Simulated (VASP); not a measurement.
# AlH4 (Pm-3m) in VASP: further runs, part 2 of 2

VASP 6.6.1.

### Step 4. Single point, PBE

This run uses another cell than the first one, of 7.77 Å³/atom.

File INCAR:

```
SYSTEM = AlH4
ALGO = Normal
EDIFF = 1E-6
ENCUT = 520
GGA = PE
ISIF = 2
ISMEAR = 0
LASPH = .True.
LCHARG = .False.
LREAL = .False.
LWAVE = .False.
NBANDS = 12
NELM = 80
PREC = Accurate
SIGMA = 0.1
```

File KPOINTS:

```
k-points
0
Gamma
  6 6 6
  0 0 0
```

File POSCAR:

```
AlH4
1.0
    3.3861942521      0.0000000000      0.0000000000
    0.0000000000      3.3861942521      0.0000000000
    0.0000000000      0.0000000000      3.3861942521
Al H
1 4
Direct
    0.0000000000      0.0000000000      0.0000000000
    0.5000000000      0.0000000000      0.0000000000
    0.0000000000      0.5000000000      0.0000000000
    0.0000000000      0.0000000000      0.5000000000
    0.5000000000      0.5000000000      0.5000000000
```

Potentials or basis: VASP PAW PBE potentials, release 64 (Al, H).

Launch:

```
cat potpaw_PBE.64/Al/POTCAR potpaw_PBE.64/H/POTCAR > POTCAR
mpirun -np 1 vasp_std > vasp.out
```

OUTCAR:

```text
SYSTEM = AlH4
   EDIFF = 1E-6
   ENCUT = 520
   GGA = PE
   ISIF = 2
   ISMEAR = 0
   LASPH = .True.
   LREAL = .False.
   NELM = 80
   PREC = Accurate

 ion  position               nearest neighbor table
   1  0.000  0.000  0.000-   2 1.69   3 1.69   4 1.69   4 1.69   3 1.69   2 1.69
   2  0.500  0.000  0.000-   1 1.69   1 1.69
   3  0.000  0.500  0.000-   1 1.69   1 1.69
   4  0.000  0.000  0.500-   1 1.69   1 1.69
   5  0.500  0.500  0.500-

  LATTYP: Found a simple cubic cell.
[... 495 lines left out ...]
  --------------------------------------------------------------------------------------
  -------------------------------------------------------------------------------------
  Total       -0.0853334     -0.0853334     -0.0853334      0.0000000     -0.0000000      0.0000000
  in kB       -3.5212285     -3.5212285     -3.5212285      0.0000000     -0.0000000      0.0000000
  external PRESSURE =      -3.5212285 kB  Pullay stress =       0.0000000 kB

 VOLUME and BASIS-vectors are now :
 -----------------------------------------------------------------------------
  energy-cutoff  :      520.00
  volume of cell :       38.83
      direct lattice vectors                 reciprocal lattice vectors
     3.386194252  0.000000000  0.000000000     0.295316785  0.000000000  0.000000000
     0.000000000  3.386194252  0.000000000     0.000000000  0.295316785  0.000000000
     0.000000000  0.000000000  3.386194252     0.000000000  0.000000000  0.295316785

 POSITION                                       TOTAL-FORCE (eV/Angst)
 -----------------------------------------------------------------------------------
      0.00000      0.00000      0.00000         0.000000      0.000000      0.000000
      1.69310      0.00000      0.00000         0.000000      0.000000      0.000000
      0.00000      1.69310      0.00000         0.000000      0.000000      0.000000
      0.00000      0.00000      1.69310         0.000000      0.000000      0.000000
      1.69310      1.69310      1.69310         0.000000      0.000000      0.000000
 -----------------------------------------------------------------------------------
    total drift:                                0.000000      0.000000     -0.000000

  FREE ENERGIE OF THE ION-ELECTRON SYSTEM (eV)
  ---------------------------------------------------
  free  energy   TOTEN  =       -14.5836798401 eV

  energy  without entropy=      -14.5777560359  energy(sigma->0) =      -14.58071794
```

OSZICAR:

```text
N       E                     dE             d eps       ncg     rms          rms(c)
DAV:   1    -0.415556542102E+01   -0.41556E+01   -0.24854E+03   488   0.411E+02
DAV:   2    -0.149452785521E+02   -0.10790E+02   -0.10141E+02   616   0.695E+01
DAV:   3    -0.153106589210E+02   -0.36538E+00   -0.36478E+00   604   0.106E+01
DAV:   4    -0.153134763443E+02   -0.28174E-02   -0.28173E-02   584   0.101E+00
DAV:   5    -0.153135316650E+02   -0.55321E-04   -0.55321E-04   596   0.138E-01    0.566E+00
DAV:   6    -0.147532593401E+02    0.56027E+00   -0.45745E-01   560   0.257E+00    0.291E+00
DAV:   7    -0.145823643119E+02    0.17090E+00   -0.60313E-01   548   0.330E+00    0.512E-01
DAV:   8    -0.145904946323E+02   -0.81303E-02   -0.10453E-01   552   0.110E+00    0.433E-01
DAV:   9    -0.145836959856E+02    0.67986E-02   -0.16949E-02   556   0.402E-01    0.117E-01
DAV:  10    -0.145836474529E+02    0.48533E-04   -0.23784E-03   580   0.219E-01    0.782E-02
DAV:  11    -0.145836880759E+02   -0.40623E-04   -0.39660E-04   532   0.870E-02    0.180E-02
DAV:  12    -0.145836801399E+02    0.79361E-05   -0.20170E-05   576   0.197E-02    0.555E-03
DAV:  13    -0.145836798401E+02    0.29980E-06   -0.15962E-06   492   0.660E-03
   1 F= -.14583680E+02 E0= -.14580718E+02  d E =-.592380E-02
```

stdout:

```text
POSCAR found type information on POSCAR AlH
 POSCAR found :  2 types and       5 ions
 scaLAPACK will be used
 LDA part: xc-table for (Slater+PW92), standard interpolation
 POSCAR, INCAR and KPOINTS ok, starting setup
 FFT: planning ... GRIDC
 FFT: planning ... GRID_SOFT
 FFT: planning ... GRID
 WAVECAR not read
 entering main loop
```

Wall time 17 s (1 thread of Intel Xeon 8259CL, shared host); peak memory 0.15 GiB.

What came out:

| Property | Result |
| --- | --- |
| Free energy | -14.5837 eV |
| Pressure | -0.4 GPa |
| Band gap on the k mesh | zero (an odd number of electrons rules out a gap without spin polarisation) |

Levels at points of the mesh, in eV from the Fermi level:
| k point | band 1 | band 2 | band 3 | band 4 | band 5 | band 6 | band 7 | band 8 |
| --- | --- | --- | --- | --- | --- | --- | --- | --- |
| (0.00, 0.00, 0.00) | -9.58 | -0.74 | -0.74 | 1.15 | 5.01 | 5.01 | 5.01 | 16.92 |
| (0.50, 0.00, 0.00) | -7.40 | -5.71 | -0.36 | 1.35 | 6.67 | 6.67 | 10.06 | 10.06 |
| (0.50, 0.50, 0.00) | -5.08 | -4.21 | -4.21 | -1.39 | 6.75 | 8.14 | 9.48 | 10.60 |
| (0.50, 0.50, 0.50) | -3.47 | -3.47 | -3.47 | -0.10 | 0.49 | 4.77 | 4.77 | 4.77 |

### Step 5. Relaxation of cell and atoms, PBE

This run uses another cell than the first one, of 11.07 Å³/atom.

File INCAR:

```
SYSTEM = AlH4
  PREC = Accurate
  ENCUT = 600
  EDIFF = 1E-7
  ISMEAR = 0
  SIGMA = 0.1
  LREAL = .False.
  LASPH = .True.
  NELM = 100
  ALGO = Normal
  ISIF = 3
  LWAVE = .False.
  LCHARG = .False.
  GGA = PE
  IBRION = 2
  NSW = 90
  EDIFFG = -0.04
```

File KPOINTS:

```
regular mesh
0
Gamma
  4 4 4
  0 0 0
```

Changes to POSCAR since step 4:

```diff
@@ -2,5 +2,5 @@
 1.0
-    3.3861942521      0.0000000000      0.0000000000
-    0.0000000000      3.3861942521      0.0000000000
-    0.0000000000      0.0000000000      3.3861942521
+    3.8114425000      0.0000000000      0.0000000000
+    0.0000000000      3.8114425000      0.0000000000
+    0.0000000000      0.0000000000      3.8114425000
 Al H
```

Launch:

```
cat potpaw_PBE.64/Al/POTCAR potpaw_PBE.64/H/POTCAR > POTCAR
mpirun -np 1 vasp_std > vasp.out
```

Wall time 52 s (1 thread of Intel Xeon 8259CL, shared host); peak memory 0.16 GiB.

Results (log left out):

```yaml
Free_energy: -14.5929 eV
Relaxed_volume: 7.76 Å³/atom
Relaxed_cell: a = 3.385 Å, b = 3.385 Å, c = 3.385 Å, α = 90.00°, β = 90.00°, γ = 90.00°
Space_group_after_relaxing_to_0.1_Å: Pm-3m (No. 221)
Energy_gained_by_relaxing: 159.4 meV/atom
Ionic_steps: 6
Pressure_after_relaxing: 0.1 GPa
Band_gap_on_the_k_mesh: zero (an odd number of electrons rules out a gap without spin polarisation)
```

The path:
```csv
step,energy change (eV),largest force (eV/Å),pressure (GPa),volume (Å³)
1,0.0000,0.0000,-12.07,55.37
2,-0.4413,0.0000,-9.64,48.95
3,-0.7512,0.0000,-4.22,42.04
4,-0.2321,0.0000,25.32,30.23
5,-0.7941,0.0000,-1.21,39.62
6,-0.7970,0.0000,0.12,38.80
```

Final structure:
```xyz
5
Lattice="3.3853 0.0000 0.0000 0.0000 3.3853 0.0000 0.0000 0.0000 3.3853" Properties=species:S:1:pos:R:3 pbc="T T T"
Al    0.0000    0.0000    0.0000
H     1.6926    0.0000    0.0000
H     0.0000    1.6926    0.0000
H     0.0000    0.0000    1.6926
H     1.6926    1.6926    1.6926
```

Levels at points of the mesh, in eV from the Fermi level:
```csv
k point,band 1,band 2,band 3,band 4,band 5,band 6,band 7
"(0.00, 0.00, 0.00)",-9.72,-0.88,-0.88,1.07,4.88,4.88,4.88
"(0.50, 0.00, 0.00)",-7.54,-5.84,-0.50,1.26,6.54,6.54,9.94
"(0.50, 0.50, 0.00)",-5.22,-4.35,-4.35,-1.48,6.61,8.01,9.38
"(0.50, 0.50, 0.50)",-3.62,-3.62,-3.62,-0.17,0.36,4.65,4.65
```

Caveat: the k points lie up to 0.46 Å⁻¹ apart in the final cell, too coarse for converged energies and pressures of a metal; the volume moved by over 15 % at a fixed basis, so the end points are rough.

### Step 6. Overview

```tsv
task	cell	k mesh	cutoff (eV)	gap on the mesh (eV)	pressure (GPa)
single point	a = 3.391 Å, 5 atoms	4 × 4 × 4	520	none	-0.4
single point	a = 3.811 Å, 5 atoms	4 × 4 × 4	520	none	-12.1
single point	a = 3.386 Å, 5 atoms	6 × 6 × 6	520	none	-0.4
relaxation of cell and atoms	relaxed from a = 3.811 Å, 5 atoms	4 × 4 × 4	600	none	0.1
```

Alike in all rows: level PBE; potentials or basis VASP PAW PBE potentials, release 64 (Al, H); no spin polarisation; smearing gaussian 0.1 eV.

Caveats: some runs use coarse meshes; the volume moved by over 15 % at a fixed basis, so the end points are rough (at least some runs).

Absolute energies hang on the potentials; compare differences alone.
